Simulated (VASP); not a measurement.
# SnTe3 (Im-3m) in VASP: notebook

SnTe3 is run at these levels: PBE; tasks: single point.

Everything below comes from runs of VASP 6.6.1. Logs are shortened: lines on timing, memory, paths and dates and some standing lists are left out, and cuts for length are marked.

## Step 1: The cell of the first run

Symmetry: Im-3m, No. 229, cubic system. Conventional cell: a = 6.218 Å, b = 6.218 Å, c = 6.218 Å, α = 90.00°, β = 90.00°, γ = 90.00°. Sn (site symmetry m-3m) has 6 Te at 3.11 Å within 4.1 Å. Within 4.1 Å of Te (site symmetry 4/mmm) lie 2 Sn at 3.11 Å and 4 Te at 3.11 Å.

## Step 2: Single point, PBE (30.05 Å³/atom)

Input file INCAR:

```
SYSTEM = SnTe3
ALGO     = Normal         ! electronic algorithm
EDIFF    = 1E-7           ! SCF threshold, eV
ENCUT    = 520            ! plane-wave cutoff, eV
GGA      = PE             ! functional
ISIF     = 2              ! what is computed and relaxed
ISMEAR   = 0              ! smearing method
LASPH    = .True.         ! aspherical terms in the spheres
LCHARG   = .False.        ! write CHGCAR
LREAL    = .False.        ! projectors in reciprocal space
LWAVE    = .False.        ! write WAVECAR
NBANDS   = 24             ! bands
NELM     = 60             ! most SCF steps
PREC     = Accurate       ! precision mode
SIGMA    = 0.1            ! smearing width, eV
```

Input file KPOINTS:

```
k-points
0
Gamma
  10 10 10
  0 0 0
```

Input file POSCAR:

```
SnTe3
1.0
   -3.1090063577      3.1090063577      3.1090063577
    3.1090063577     -3.1090063577      3.1090063577
    3.1090063577      3.1090063577     -3.1090063577
Sn Te
1 3
Direct
    0.0000000000      0.0000000000      0.0000000000
    0.0000000000      0.5000000000      0.5000000000
    0.5000000000      0.0000000000      0.5000000000
    0.5000000000      0.5000000000      0.0000000000
```

Potentials or basis: VASP PAW PBE potentials, release 64 (Sn_d, Te).

Run with:

```console
cat potpaw_PBE.64/Sn_d/POTCAR potpaw_PBE.64/Te/POTCAR > POTCAR
mpirun -np 1 vasp_std > vasp.out
```

OUTCAR:

```text
SYSTEM = SnTe3
   EDIFF = 1E-7
   ENCUT = 520
   GGA = PE
   ISIF = 2
   ISMEAR = 0
   LASPH = .True.
   LREAL = .False.
   NELM = 60
   PREC = Accurate

 ion  position               nearest neighbor table
   1  0.000  0.000  0.000-   2 3.11   3 3.11   4 3.11   2 3.11   3 3.11   4 3.11
   2  0.000  0.500  0.500-   1 3.11   3 3.11   4 3.11   1 3.11   4 3.11   3 3.11
   3  0.500  0.000  0.500-   1 3.11   2 3.11   4 3.11   4 3.11   1 3.11   2 3.11
   4  0.500  0.500  0.000-   1 3.11   2 3.11   3 3.11   3 3.11   2 3.11   1 3.11

  LATTYP: Found a body centered cubic cell.
 ALAT       =     6.2180127154

  Lattice vectors:

 A1 = (  -3.1090063577,   3.1090063577,   3.1090063577)
 A2 = (   3.1090063577,  -3.1090063577,   3.1090063577)
 A3 = (   3.1090063577,   3.1090063577,  -3.1090063577)

Analysis of symmetry for initial positions (statically):
=====================================================================
 Subroutine PRICEL returns:
 Original cell was already a primitive cell.

 Routine SETGRP: Setting up the symmetry group for a
 body centered cubic supercell.

 Subroutine GETGRP returns: Found 48 space group operations
 (whereof 48 operations were pure point group operations)
 out of a pool of 48 trial point group operations.

The static configuration has the point symmetry O_h .

Analysis of symmetry for dynamics (positions and initial velocities):
=====================================================================
 Subroutine PRICEL returns:
 Original cell was already a primitive cell.

 Routine SETGRP: Setting up the symmetry group for a
 body centered cubic supercell.

 Subroutine GETGRP returns: Found 48 space group operations
 (whereof 48 operations were pure point group operations)
 out of a pool of 48 trial point group operations.

The dynamic configuration has the point symmetry O_h .

 Subroutine INISYM returns: Found 48 space group operations
 (whereof 48 operations are pure point group operations),
 and found     1 'primitive' translations

----------------------------------------------------------------------------------------

                                     Primitive cell

  volume of cell :     120.2056

  direct lattice vectors                    reciprocal lattice vectors
    -3.109006358  3.109006358  3.109006358     0.000000000  0.160823087  0.160823087
     3.109006358 -3.109006358  3.109006358     0.160823087  0.000000000  0.160823087
     3.109006358  3.109006358 -3.109006358     0.160823087  0.160823087  0.000000000

  length of vectors
     5.384956973  5.384956973  5.384956973     0.227438191  0.227438191  0.227438191

  position of ions in fractional coordinates (direct lattice)
     0.000000000  0.000000000  0.000000000
     0.000000000  0.500000000  0.500000000
     0.500000000  0.000000000  0.500000000
     0.500000000  0.500000000  0.000000000

  ion indices of the primitive-cell ions
   primitive index   ion index
                 1           1
                 2           2
                 3           3
                 4           4

----------------------------------------------------------------------------------------

 KPOINTS: k-points

Automatic generation of k-mesh.
 Grid dimensions read from file:
 generate k-points for:   10   10   10

 Generating k-lattice:

  Cartesian coordinates                     Fractional coordinates (reciprocal lattice)
     0.000000000  0.016082309  0.016082309     0.100000000  0.000000000  0.000000000
     0.016082309  0.000000000  0.016082309     0.000000000  0.100000000  0.000000000
     0.016082309  0.016082309  0.000000000     0.000000000  0.000000000  0.100000000

  Length of vectors
     0.022743819  0.022743819  0.022743819

  Shift w.r.t. Gamma in fractional coordinates (k-lattice)
     0.000000000  0.000000000  0.000000000

 Subroutine IBZKPT returns following result:
 ===========================================

 Found     47 irreducible k-points:

 Following reciprocal coordinates:
            Coordinates               Weight
  0.000000  0.000000  0.000000      1.000000
  0.100000  0.000000  0.000000     12.000000
  0.200000  0.000000  0.000000     12.000000
  0.300000  0.000000  0.000000     12.000000
  0.400000  0.000000  0.000000     12.000000
  0.500000  0.000000  0.000000      6.000000
[... 16 lines left out ...]
  0.300000  0.300000  0.100000      8.000000
 -0.300000  0.300000  0.100000     24.000000
 [... further k-points ...]
   k-points           NKPTS =     47   k-points in BZ     NKDIM =     47   number of bands    NBANDS=     24
   number of dos      NEDOS =    301   number of ions     NIONS =      4
   total plane-waves  NPLWV =  64000
   dimension x,y,z NGX =    40 NGY =   40 NGZ =   40
   dimension x,y,z NGXF=    80 NGYF=   80 NGZF=   80
   ions per type =               1   3
   NGX,Y,Z   is equivalent  to a cutoff of  12.35, 12.35, 12.35 a.u.
   NGXF,Y,Z  is equivalent  to a cutoff of  24.70, 24.70, 24.70 a.u.
 SYSTEM =  SnTe3
   PREC   = accura    normal or accurate (medium, high low for compatibility)
   ISTART =      0    job   : 0-new  1-cont  2-samecut
   ICHARG =      2    charge: 1-file 2-atom 10-const
   ISPIN  =      1    spin polarized calculation?
   LNONCOLLINEAR =      F non collinear calculations
   LSORBIT =      F    spin-orbit coupling
   LASPH  =      T    aspherical Exc in radial PAW
   ENCUT  =  520.0 eV  38.22 Ry    6.18 a.u.  10.01 10.01 10.01*2*pi/ulx,y,z
   NELM   =     60;   NELMIN=  2; NELMDL= -5     # of ELM steps
   EDIFF  = 0.1E-06   stopping-criterion for ELM
   LREAL  =      F    real-space projection
   EDIFFG = 0.1E-05   stopping-criterion for IOM
   NSW    =      0    number of steps for IOM
   IBRION =     -1    ionic relax: 0-MD 1-quasi-New 2-CG
   NFREE  =      0    steps in history (QN), initial steepest desc. (CG)
   ISIF   =      2    stress and relaxation
   ISYM   =      2    0-nonsym 1-usesym 2-fastsym
   POTIM  = 0.5000    time-step for ionic-motion
   TEBEG  =    0.0;   TEEND  =   0.0 temperature during run
   PSTRESS=    0.0 pullay stress
   NELECT =      32.0000    total number of electrons
   NUPDOWN=      -1.0000    fix difference up-down
   EMIN   =  10.00;   EMAX   =-10.00  energy-range for DOS
   EFERMI =   0.00;   METHOD = LEGACY
   ISMEAR =     0;   SIGMA  =   0.10  broadening in eV -4-tet -1-fermi 0-gaus
   EFERMI_NEDOS =   21; number of points for ismear=-14 and -15
   IALGO  =     38    algorithm
   IMIX   =      4    mixing-type and parameters
     AMIX     =   0.40;   BMIX     =  1.00
     AMIX_MAG =   1.60;   BMIX_MAG =  1.00
  volume/ion in A,a.u.               =      30.05       202.80
  Fermi-wavevector in a.u.,A,eV,Ry     =   1.053133  1.990133 15.090073  1.109089
  Thomas-Fermi vector in A             =   2.188243
   LORBIT       =      0    0 simple, 1 ext, 2 COOP (PROOUT), +10 PAW based schemes
   GGA     = PE    functional components
   LHFCALC =     F    Hartree Fock is set to
   AEXX    =    0.0000 exact exchange contribution
   IVDW    =     0    specifies the selected vdW correction
   LEPSILON=     F    determine dielectric tensor
   LRPA    =     F    only Hartree local field effects (RPA)
 non-spin polarized calculation
 Gauss-broadening in eV      SIGMA  =   0.10
  energy-cutoff  :      520.00
  volume of cell :      120.21
 maximum number of plane-waves:      3300
   NGX = 19   NGY = 19   NGZ = 19

 number of electron      31.9999994 magnetization

 Free energy of the ion-electron system (eV)
  ---------------------------------------------------
  ext. energy  EPLUGINS =         0.00000000
  ---------------------------------------------------
  free energy    TOTEN  =       -13.50053214 eV

  energy without entropy =      -13.49052248  energy(sigma->0) =      -13.49552731

 E-fermi :   7.3410     XC(G=0):  -9.6640

 val. band max:        7.3275164181   @ k =   0.3000   0.2000   0.2000
 cond. band min:       7.3447150229   @ k =   0.4000   0.1000   0.0000
 fundamental gap:      0.0171986048
 Fermi energy:         7.3409879013

 k-point     1 :       0.0000    0.0000    0.0000
  band No.  band energies     occupation
      1     -14.1863      2.00000
      2     -14.1863      2.00000
      3     -14.1680      2.00000
      4     -14.1680      2.00000
      5     -14.1680      2.00000
      6      -6.3416      2.00000
[... 16 lines left out ...]
     23      13.5925      0.00000
     24      13.5926      0.00000

 k-point     2 :       0.1000    0.0000    0.0000
  band No.  band energies     occupation
      1     -14.1863      2.00000
      2     -14.1862      2.00000
      3     -14.1681      2.00000
      4     -14.1680      2.00000
      5     -14.1680      2.00000
      6      -6.2806      2.00000
[... 16 lines left out ...]
     23      13.1912      0.00000
     24      13.4860      0.00000

 k-point     3 :       0.2000    0.0000    0.0000
  band No.  band energies     occupation
      1     -14.1865      2.00000
      2     -14.1861      2.00000
      3     -14.1682      2.00000
      4     -14.1680      2.00000
      5     -14.1677      2.00000
      6      -6.1005      2.00000
[... 16 lines left out ...]
     23      12.2281      0.00000
     24      13.2036      0.00000

 k-point     4 :       0.3000    0.0000    0.0000
  band No.  band energies     occupation
      1     -14.1866      2.00000
      2     -14.1859      2.00000
      3     -14.1683      2.00000
      4     -14.1680      2.00000
      5     -14.1675      2.00000
      6      -5.8116      2.00000
[... 16 lines left out ...]
     23      11.8394      0.00000
     24      12.8626      0.00000

 k-point     5 :       0.4000    0.0000    0.0000
  band No.  band energies     occupation
      1     -14.1868      2.00000
      2     -14.1857      2.00000
      3     -14.1684      2.00000
      4     -14.1680      2.00000
      5     -14.1672      2.00000
      6      -5.4462      2.00000
[... 16 lines left out ...]
     23      12.7720      0.00000
     24      13.3493      0.00000

 k-point     6 :       0.5000    0.0000    0.0000
  band No.  band energies     occupation
      1     -14.1868      2.00000
      2     -14.1857      2.00000
      3     -14.1684      2.00000
      4     -14.1680      2.00000
      5     -14.1671      2.00000
      6      -5.1890      2.00000
[... 16 lines left out ...]
     23      13.2530      0.00000
     24      13.3424      0.00000
[... 379 lines left out ...]
 k-point    21 :       0.3000    0.2000    0.1000
  band No.  band energies     occupation
      1     -14.1861      2.00000
      2     -14.1857      2.00000
      3     -14.1683      2.00000
      4     -14.1680      2.00000
      5     -14.1675      2.00000
      6      -4.9881      2.00000
[... 16 lines left out ...]
     23      13.9085      0.00000
     24      14.4883      0.00000

 k-point    22 :      -0.2000    0.2000    0.1000
  band No.  band energies     occupation
      1     -14.1867      2.00000
      2     -14.1860      2.00000
      3     -14.1681      2.00000
      4     -14.1680      2.00000
      5     -14.1677      2.00000
      6      -6.0434      2.00000
[... 16 lines left out ...]
     23      12.8022      0.00000
     24      13.1536      0.00000

 k-point    23 :       0.3000    0.3000    0.1000
  band No.  band energies     occupation
      1     -14.1859      2.00000
      2     -14.1859      2.00000
      3     -14.1683      2.00000
      4     -14.1678      2.00000
      5     -14.1678      2.00000
      6      -4.6350      2.00000
[... 16 lines left out ...]
     23      14.7834      0.00000
     24      14.7834      0.00000

 k-point    24 :      -0.3000    0.3000    0.1000
  band No.  band energies     occupation
      1     -14.1868      2.00000
      2     -14.1860      2.00000
      3     -14.1682      2.00000
      4     -14.1680      2.00000
      5     -14.1675      2.00000
      6      -5.7604      2.00000
[... 16 lines left out ...]
     23      12.0992      0.00000
     24      12.8731      0.00000

 [... further k-points ...]

------------------------ aborting loop because EDIFF is reached ----------------------------------------

  FORCE on cell =-STRESS in cart. coord.  units (eV):
  Direction    XX          YY          ZZ          XY          YZ          ZX
  --------------------------------------------------------------------------------------
  -------------------------------------------------------------------------------------
  Total        3.7426107      3.7426107      3.7426107     -0.0000000     -0.0000000     -0.0000000
  in kB       49.8839023     49.8839023     49.8839023     -0.0000000     -0.0000000     -0.0000000
  external PRESSURE =      49.8839023 kB  Pullay stress =       0.0000000 kB

 VOLUME and BASIS-vectors are now :
 -----------------------------------------------------------------------------
  energy-cutoff  :      520.00
  volume of cell :      120.21
      direct lattice vectors                 reciprocal lattice vectors
    -3.109006358  3.109006358  3.109006358     0.000000000  0.160823087  0.160823087
     3.109006358 -3.109006358  3.109006358     0.160823087  0.000000000  0.160823087
     3.109006358  3.109006358 -3.109006358     0.160823087  0.160823087  0.000000000

 POSITION                                       TOTAL-FORCE (eV/Angst)
 -----------------------------------------------------------------------------------
      0.00000      0.00000      0.00000        -0.000000     -0.000000     -0.000000
      3.10901      0.00000      0.00000        -0.000000      0.000000      0.000000
      0.00000      3.10901      0.00000         0.000000     -0.000000      0.000000
      0.00000      0.00000      3.10901         0.000000     -0.000000     -0.000000
 -----------------------------------------------------------------------------------
    total drift:                               -0.000000      0.000000      0.000000

  FREE ENERGIE OF THE ION-ELECTRON SYSTEM (eV)
  ---------------------------------------------------
  free  energy   TOTEN  =       -13.5005321369 eV

  energy  without entropy=      -13.4905224752  energy(sigma->0) =      -13.49552731
```

It took 3.7 min on 1 thread of Intel Xeon 8259CL, shared host; peak memory 0.32 GiB.

What came out:

| Quantity | Value |
| --- | --- |
| Free energy | -13.5005 eV |
| Pressure | 5.0 GPa |
| Band gap on the k mesh | zero (bands 16 and 17 overlap by 3.78 eV) |

Levels at points of the mesh, in eV from the Fermi level:
| k point | band 12 | band 13 | band 14 | band 15 | band 16 | band 17 | band 18 | band 19 | band 20 | band 21 |
| --- | --- | --- | --- | --- | --- | --- | --- | --- | --- | --- |
| (0.00, 0.00, 0.00) | -4.76 | -3.73 | -3.73 | -3.73 | 2.04 | 2.04 | 2.04 | 2.11 | 2.11 | 2.11 |
| (0.50, 0.00, 0.00) | -2.61 | -2.06 | -2.03 | -1.97 | -0.92 | 0.47 | 0.97 | 1.32 | 2.82 | 4.38 |
| (0.50, 0.50, 0.50) | -5.14 | -2.50 | -2.50 | -2.50 | 3.02 | 3.02 | 3.02 | 4.58 | 4.58 | 4.58 |

Caveat: the cell stands under pressure; spin-orbit coupling is left out, which moves the levels of the heavy elements.

(Part 1 of 2 ends here.)
